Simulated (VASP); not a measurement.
# Al (P6_3/mmc) in VASP: notebook

Al is run at these levels: revPBE, PBE; tasks: electric field gradients.

All numbers are computed with VASP 6.6.1; they aren't measurements. Logs are shortened: lines on timing, memory, paths and dates and some standing lists are left out, and cuts for length are marked.

## (1) The cell of the first run

The structure is hexagonal, space group P6_3/mmc (No. 194). The conventional cell has a = 2.770 Å, b = 2.770 Å, c = 4.793 Å, α = 90.00°, β = 90.00°, γ = 120.00°. Al (site symmetry -6m2) has 12 Al at 2.77 to 2.88 Å within 3.7 Å.

## (2) Electric field gradients, revPBE, collinear spin, zero start

Contents of INCAR:

```
PREC     = Accurate       # precision mode
ENCUT    = 400            # plane-wave cutoff, eV
EDIFF    = 1E-8           # SCF threshold, eV
ISMEAR   = 0              # smearing method
SIGMA    = 0.1            # smearing width, eV
LREAL    = False          # projectors in reciprocal space
LASPH    = True           # aspherical terms in the spheres
NELM     = 200            # most SCF steps
ALGO     = Normal         # electronic algorithm
ISIF     = 2              # what is computed and relaxed
LWAVE    = False          # write WAVECAR
LCHARG   = False          # write CHGCAR
ISPIN    = 2              # spin polarisation
MAGMOM   = 0 0            # initial moments
LORBIT   = 11             # projections on sites
GGA      = RE             # functional
LEFG     = True         
NBANDS   = 14             # bands
GGA_COMPAT= False
```

Contents of KPOINTS:

```
regular mesh
0
Gamma
  6 6 4
```

Contents of POSCAR:

```
Al
1.0
    2.7696194079      0.0000000000      0.0000000000
   -1.3848097039      2.3985607660      0.0000000000
    0.0000000000      0.0000000000      4.7927239834
Al
2
Direct
    0.6666666667      0.3333333333      0.7500000000
    0.3333333333      0.6666666667      0.2500000000
```

Potentials or basis: VASP PAW PBE potentials, release 64 (Al).

Started as:

```sh
cat potpaw_PBE.64/Al/POTCAR > POTCAR
mpirun -np 1 vasp_std > vasp.out
```

OUTCAR:

```text
PREC = Accurate
   ENCUT = 400
   EDIFF = 1E-8
   ISMEAR = 0
   LREAL = False
   LASPH = True
   NELM = 200
   ISIF = 2
   ISPIN = 2
   LORBIT = 11
   GGA = RE

 ion  position               nearest neighbor table
   1  0.667  0.333  0.750-   2 2.88   2 2.88   2 2.88   2 2.88   2 2.88   2 2.88
   2  0.333  0.667  0.250-   1 2.88   1 2.88   1 2.88   1 2.88   1 2.88   1 2.88

  LATTYP: Found a hexagonal cell.
 ALAT       =     2.7696194079
 C/A-ratio  =     1.7304630267

  Lattice vectors:

 A1 = (   2.7696194079,   0.0000000000,   0.0000000000)
 A2 = (  -1.3848097039,   2.3985607660,   0.0000000000)
 A3 = (   0.0000000000,   0.0000000000,   4.7927239834)

Analysis of symmetry for initial positions (statically):
=====================================================================
 Subroutine PRICEL returns:
 Original cell was already a primitive cell.

 Routine SETGRP: Setting up the symmetry group for a
 hexagonal supercell.

 Subroutine GETGRP returns: Found 24 space group operations
 (whereof 12 operations were pure point group operations)
 out of a pool of 24 trial point group operations.

The static configuration has the point symmetry D_3d.
 The point group associated with its full space group is D_6h.

Analysis of symmetry for dynamics (positions and initial velocities):
=====================================================================
 Subroutine PRICEL returns:
 Original cell was already a primitive cell.

 Routine SETGRP: Setting up the symmetry group for a
 hexagonal supercell.

 Subroutine GETGRP returns: Found 24 space group operations
 (whereof 12 operations were pure point group operations)
 out of a pool of 24 trial point group operations.

The dynamic configuration has the point symmetry D_3d.
 The point group associated with its full space group is D_6h.

Analysis of structural, dynamic, and magnetic symmetry:
=====================================================================
 Subroutine PRICEL returns:
 Original cell was already a primitive cell.

 Routine SETGRP: Setting up the symmetry group for a
 hexagonal supercell.

 Subroutine GETGRP returns: Found 24 space group operations
 (whereof 12 operations were pure point group operations)
 out of a pool of 24 trial point group operations.

The overall configuration has the point symmetry D_3d.
 The point group associated with its full space group is D_6h.

 Subroutine INISYM returns: Found 24 space group operations
 (whereof 12 operations are pure point group operations),
 and found     1 'primitive' translations

----------------------------------------------------------------------------------------

                                     Primitive cell

  volume of cell :      31.8385

  direct lattice vectors                    reciprocal lattice vectors
     2.769619408  0.000000000  0.000000000     0.361060439  0.208458342  0.000000000
    -1.384809704  2.398560766  0.000000000     0.000000000  0.416916684  0.000000000
     0.000000000  0.000000000  4.792723983     0.000000000  0.000000000  0.208649612

  length of vectors
     2.769619408  2.769619408  4.792723983     0.416916684  0.416916684  0.208649612

  position of ions in fractional coordinates (direct lattice)
     0.666666667  0.333333333  0.750000000
     0.333333333  0.666666667  0.250000000

  ion indices of the primitive-cell ions
   primitive index   ion index
                 1           1
                 2           2

----------------------------------------------------------------------------------------

 KPOINTS: regular mesh

Automatic generation of k-mesh.
 Grid dimensions read from file:
 generate k-points for:    6    6    4

 Generating k-lattice:

  Cartesian coordinates                     Fractional coordinates (reciprocal lattice)
[... 84 lines left out ...]
   IVDW    =     0    specifies the selected vdW correction
   LEPSILON=     F    determine dielectric tensor
   LRPA    =     F    only Hartree local field effects (RPA)
 spin polarized calculation
 Gauss-broadening in eV      SIGMA  =   0.10
  energy-cutoff  :      400.00
  volume of cell :       31.84
 maximum number of plane-waves:       604
   NGX =  9   NGY =  9   NGZ = 15

 number of electron       6.0000000 magnetization       0.0000010

 number of electron       6.0000000 magnetization      -0.0000001

 Free energy of the ion-electron system (eV)
  ---------------------------------------------------
  ext. energy  EPLUGINS =         0.00000000
  ---------------------------------------------------
  free energy    TOTEN  =        -7.01796450 eV

  energy without entropy =       -7.01072150  energy(sigma->0) =       -7.01434300

 E-fermi :   8.3270     XC(G=0): -10.2846

 val. band max:        8.1740755107   @ k =   0.3333   0.1667   0.0000
 cond. band min:       8.3397270141   @ k =   0.3333   0.0000   0.2500
 fundamental gap:      0.1656515034
 Fermi energy:         8.3269675641

 spin component 1

 k-point     1 :       0.0000    0.0000    0.0000
  band No.  band energies     occupation
      1      -2.9373      1.00000
      2       3.3232      1.00000
      3       3.4090      1.00000
      4      19.7981      0.00000
      5      20.3367      0.00000
      6      20.3367      0.00000
      7      20.3817      0.00000
      8      20.3817      0.00000
      9      21.4036      0.00000
     10      23.6721      0.00000
     11      24.8040      0.00000
     12      24.8040      0.00000
     13      25.0047      0.00000
     14      25.4695      0.00000
[... 325 lines left out ...]
  band No.  band energies     occupation
      1       6.1983      1.00000
      2       6.1983      1.00000
      3       6.8541      1.00000
      4       6.8541      1.00000
      5       7.8656      1.00000
      6       7.8656      1.00000
      7      18.1016      0.00000
      8      18.1016      0.00000
      9      19.1277      0.00000
     10      19.1277      0.00000
     11      20.1443      0.00000
     12      20.1443      0.00000
     13      29.7219      0.00000
     14      29.7337      0.00000
 Fermi energy:         8.3269675641

 spin component 2

 k-point     1 :       0.0000    0.0000    0.0000
  band No.  band energies     occupation
      1      -2.9373      1.00000
      2       3.3232      1.00000
      3       3.4090      1.00000
      4      19.7981      0.00000
      5      20.3367      0.00000
      6      20.3367      0.00000
      7      20.3817      0.00000
      8      20.3817      0.00000
      9      21.4036      0.00000
     10      23.6721      0.00000
     11      24.8040      0.00000
     12      24.8040      0.00000
     13      25.0047      0.00000
     14      25.4695      0.00000
[... 326 lines left out ...]
      1       6.1983      1.00000
      2       6.1983      1.00000
      3       6.8541      1.00000
      4       6.8541      1.00000
      5       7.8656      1.00000
      6       7.8656      1.00000
      7      18.1016      0.00000
      8      18.1016      0.00000
      9      19.1277      0.00000
     10      19.1277      0.00000
     11      20.1443      0.00000
     12      20.1443      0.00000
     13      29.7212      0.00000
     14      29.7325      0.00000

------------------------ aborting loop because EDIFF is reached ----------------------------------------

  FORCE on cell =-STRESS in cart. coord.  units (eV):
  Direction    XX          YY          ZZ          XY          YZ          ZX
  --------------------------------------------------------------------------------------
  -------------------------------------------------------------------------------------
  Total        1.3906925      1.3906925      0.6007242      0.0000000     -0.0000000      0.0000000
  in kB       69.9823390     69.9823390     30.2296039      0.0000000     -0.0000000      0.0000000
  external PRESSURE =      56.7314273 kB  Pullay stress =       0.0000000 kB

 VOLUME and BASIS-vectors are now :
 -----------------------------------------------------------------------------
  energy-cutoff  :      400.00
  volume of cell :       31.84
      direct lattice vectors                 reciprocal lattice vectors
     2.769619408  0.000000000  0.000000000     0.361060439  0.208458342  0.000000000
    -1.384809704  2.398560766  0.000000000     0.000000000  0.416916684  0.000000000
     0.000000000  0.000000000  4.792723983     0.000000000  0.000000000  0.208649612

 POSITION                                       TOTAL-FORCE (eV/Angst)
 -----------------------------------------------------------------------------------
      1.38481      0.79952      3.59454         0.000000     -0.000000      0.000000
     -0.00000      1.59904      1.19818        -0.000000      0.000000      0.000000
 -----------------------------------------------------------------------------------
    total drift:                                0.000000     -0.000000      0.000000

  FREE ENERGIE OF THE ION-ELECTRON SYSTEM (eV)
  ---------------------------------------------------
  free  energy   TOTEN  =        -7.0179645047 eV

  energy  without entropy=       -7.0107215035  energy(sigma->0) =       -7.01434300

 Electric field gradients (V/A^2)
---------------------------------------------------------------------
 ion       V_xx      V_yy      V_zz      V_xy      V_xz      V_yz
---------------------------------------------------------------------
   1      -2.490    -2.490     4.980    -0.000    -0.000     0.000
   2      -2.490    -2.490     4.980    -0.000     0.000    -0.000
---------------------------------------------------------------------

 Electric field gradients after diagonalization (V/A^2)
 (convention: |V_zz| > |V_xx| > |V_yy|)
----------------------------------------------------------------------
 ion       V_xx      V_yy      V_zz     asymmetry (V_yy - V_xx)/ V_zz
----------------------------------------------------------------------
   1      -2.490    -2.490     4.980       0.000
   2      -2.490    -2.490     4.980       0.000
----------------------------------------------------------------------

           NMR quadrupolar parameters

 Cq : quadrupolar parameter    Cq=e*Q*V_zz/h
 eta: asymmetry parameters     (V_yy - V_xx)/ V_zz
 Q  : nuclear electric quadrupole moment in mb (millibarn)
----------------------------------------------------------------------
 ion       Cq(MHz)       eta       Q (mb)
----------------------------------------------------------------------
   1       0.012       0.000       1.000
   2       0.012       0.000       1.000
----------------------------------------------------------------------

 total charge

# of ion       s       p       d       tot
------------------------------------------
    1        0.441   0.344   0.000   0.786
    2        0.441   0.344   0.000   0.786
--------------------------------------------------
tot          0.883   0.689   0.000   1.571

 magnetization (x)

# of ion       s       p       d       tot
------------------------------------------
    1       -0.000  -0.000   0.000  -0.000
    2       -0.000  -0.000   0.000  -0.000
--------------------------------------------------
tot         -0.000  -0.000   0.000  -0.000
```

Wall time 13 s (1 thread of AMD EPYC 7R13, shared host); peak memory 0.1 GiB.

What came out:

| Item | Value |
| --- | --- |
| Free energy | -7.0180 eV |
| Pressure | 5.7 GPa |
| Band gap on the k mesh | zero (filled and empty bands overlap) |
| Net moment | 0.00 μB per cell |
| Valence electrons inside the program's atomic spheres | Al 0.79 |

Electric field gradients, principal values (V/Å²):
| atom | least | middle | greatest (by size) |
| --- | --- | --- | --- |
| 1 Al | -2.490 | -2.490 | 4.980 |
| 2 Al | -2.490 | -2.490 | 4.980 |

Caveat: the k points lie up to 0.44 Å⁻¹ apart; without QUAD_EFG the Cq values of the log hold for a quadrupole moment of 1 mb, not for the nuclei; the PAW data sets were made with another functional, which shifts forces and pressure a little.

## (3) Electric field gradients, PBE

This run uses another cell than the first one, of 16.67 Å³/atom, 1.047 times its volume.

Contents of INCAR:

```
SYSTEM = Al
PREC = Accurate
ENCUT = 400
EDIFF = 1E-8
ISMEAR = 1
SIGMA = 0.1
LREAL = .FALSE.
LASPH = .TRUE.
NELM = 120
ALGO = Normal
ISIF = 2
LWAVE = .FALSE.
LCHARG = .FALSE.
GGA = PE
LEFG = .TRUE.
NBANDS = 10
GGA_COMPAT = .FALSE.
```

Contents of KPOINTS:

```
Automatic mesh
0
G
  6 6 7
  0 0 0
```

Contents of POSCAR:

```
Al
1.0
    2.8124553515      0.0000000000      0.0000000000
   -1.4062276757      2.4356577814      0.0000000000
    0.0000000000      0.0000000000      4.8668500000
Al
2
Direct
    0.6666666667      0.3333333333      0.7500000000
    0.3333333333      0.6666666667      0.2500000000
```

Potentials or basis: VASP PAW PBE potentials, release 64 (Al).

Started as:

```sh
cat potpaw_PBE.64/Al/POTCAR > POTCAR
mpirun -np 1 vasp_std > vasp.out
```

OUTCAR:

```text
SYSTEM = Al
   PREC = Accurate
   ENCUT = 400
   EDIFF = 1E-8
   ISMEAR = 1
   LREAL = .FALSE.
   LASPH = .TRUE.
   NELM = 120
   ISIF = 2
   GGA = PE

 ion  position               nearest neighbor table
   1  0.667  0.333  0.750-   2 2.93   2 2.93   2 2.93   2 2.93   2 2.93   2 2.93
   2  0.333  0.667  0.250-   1 2.93   1 2.93   1 2.93   1 2.93   1 2.93   1 2.93

  LATTYP: Found a hexagonal cell.
 ALAT       =     2.8124553515
 C/A-ratio  =     1.7304630267

  Lattice vectors:

 A1 = (   2.8124553515,   0.0000000000,   0.0000000000)
 A2 = (  -1.4062276757,   2.4356577814,   0.0000000000)
 A3 = (   0.0000000000,   0.0000000000,   4.8668500000)

Analysis of symmetry for initial positions (statically):
=====================================================================
 Subroutine PRICEL returns:
 Original cell was already a primitive cell.

 Routine SETGRP: Setting up the symmetry group for a
 hexagonal supercell.

 Subroutine GETGRP returns: Found 24 space group operations
 (whereof 12 operations were pure point group operations)
[... 502 lines left out ...]
     2.812455352  0.000000000  0.000000000     0.355561200  0.205283355  0.000000000
    -1.406227676  2.435657781  0.000000000     0.000000000  0.410566709  0.000000000
     0.000000000  0.000000000  4.866850000     0.000000000  0.000000000  0.205471712

 POSITION                                       TOTAL-FORCE (eV/Angst)
 -----------------------------------------------------------------------------------
      1.40623      0.81189      3.65014        -0.000000     -0.000000      0.000000
     -0.00000      1.62377      1.21671         0.000000      0.000000      0.000000
 -----------------------------------------------------------------------------------
    total drift:                                0.000000     -0.000000      0.000000

  FREE ENERGIE OF THE ION-ELECTRON SYSTEM (eV)
  ---------------------------------------------------
  free  energy   TOTEN  =        -7.4585558694 eV

  energy  without entropy=       -7.4599691564  energy(sigma->0) =       -7.45902697

 Electric field gradients (V/A^2)
---------------------------------------------------------------------
 ion       V_xx      V_yy      V_zz      V_xy      V_xz      V_yz
---------------------------------------------------------------------
   1      -1.581    -1.581     3.161    -0.000    -0.000    -0.000
   2      -1.581    -1.581     3.161    -0.000    -0.000    -0.000
---------------------------------------------------------------------

 Electric field gradients after diagonalization (V/A^2)
 (convention: |V_zz| > |V_xx| > |V_yy|)
----------------------------------------------------------------------
 ion       V_xx      V_yy      V_zz     asymmetry (V_yy - V_xx)/ V_zz
----------------------------------------------------------------------
   1      -1.581    -1.581     3.161       0.000
   2      -1.581    -1.581     3.161       0.000
----------------------------------------------------------------------

           NMR quadrupolar parameters

 Cq : quadrupolar parameter    Cq=e*Q*V_zz/h
 eta: asymmetry parameters     (V_yy - V_xx)/ V_zz
 Q  : nuclear electric quadrupole moment in mb (millibarn)
----------------------------------------------------------------------
 ion       Cq(MHz)       eta       Q (mb)
----------------------------------------------------------------------
   1       0.008       0.000       1.000
   2       0.008       0.000       1.000
----------------------------------------------------------------------
```

OSZICAR:

```text
N       E                     dE             d eps       ncg     rms          rms(c)
DAV:   1    -0.136715260690E+01   -0.13672E+01   -0.20662E+03   560   0.391E+02
DAV:   2    -0.736689908168E+01   -0.59997E+01   -0.58617E+01   740   0.474E+01
DAV:   3    -0.750432228466E+01   -0.13742E+00   -0.13086E+00   772   0.575E+00
DAV:   4    -0.750496664183E+01   -0.64436E-03   -0.64419E-03   686   0.430E-01
DAV:   5    -0.750497112540E+01   -0.44836E-05   -0.44833E-05   684   0.370E-02    0.179E+00
DAV:   6    -0.747793282240E+01    0.27038E-01   -0.31741E-03   634   0.302E-01    0.104E+00
DAV:   7    -0.745864244618E+01    0.19290E-01   -0.90688E-03   612   0.473E-01    0.171E-01
DAV:   8    -0.745856013479E+01    0.82311E-04   -0.91118E-05   760   0.568E-02    0.151E-02
DAV:   9    -0.745855685899E+01    0.32758E-05   -0.16496E-06   672   0.657E-03    0.187E-03
DAV:  10    -0.745855589445E+01    0.96454E-06   -0.23994E-08   742   0.908E-04    0.117E-03
DAV:  11    -0.745855586597E+01    0.28477E-07   -0.29835E-10   418   0.117E-04    0.615E-05
DAV:  12    -0.745855586938E+01   -0.34129E-08   -0.62739E-11   364   0.472E-05
   1 F= -.74585559E+01 E0= -.74590270E+01  d E =0.141329E-02
```

stdout:

```text
POSCAR found type information on POSCAR Al
 POSCAR found :  1 types and       2 ions
 scaLAPACK will be used
 LDA part: xc-table for (Slater+PW92), standard interpolation
 POSCAR, INCAR and KPOINTS ok, starting setup
 FFT: planning ... GRIDC
 FFT: planning ... GRID_SOFT
 FFT: planning ... GRID
 WAVECAR not read
 entering main loop
ion   1

ion   2
```

Run time: 8.5 s. Hardware: 1 thread of Intel Xeon 8259CL, shared host; peak memory 0.12 GiB.

Results:

```yaml
Free_energy: -7.4586 eV
Pressure: 0.3 GPa
Band_gap_on_the_k_mesh: zero (band 3 reaches 10.69 eV, above the bottom of band 4 at 5.05 eV)
```

Stress tensor (GPa, compression positive):
```
-0.58  0.00  0.00
 0.00 -0.58  0.00
 0.00  0.00  1.97
```

Electric field gradients, principal values (V/Å²):
| atom | least | middle | greatest (by size) |
| --- | --- | --- | --- |
| 1 Al | -1.581 | -1.581 | 3.161 |
| 2 Al | -1.581 | -1.581 | 3.161 |

Caveat: the k points lie up to 0.43 Å⁻¹ apart; without QUAD_EFG the Cq values of the log hold for a quadrupole moment of 1 mb, not for the nuclei.
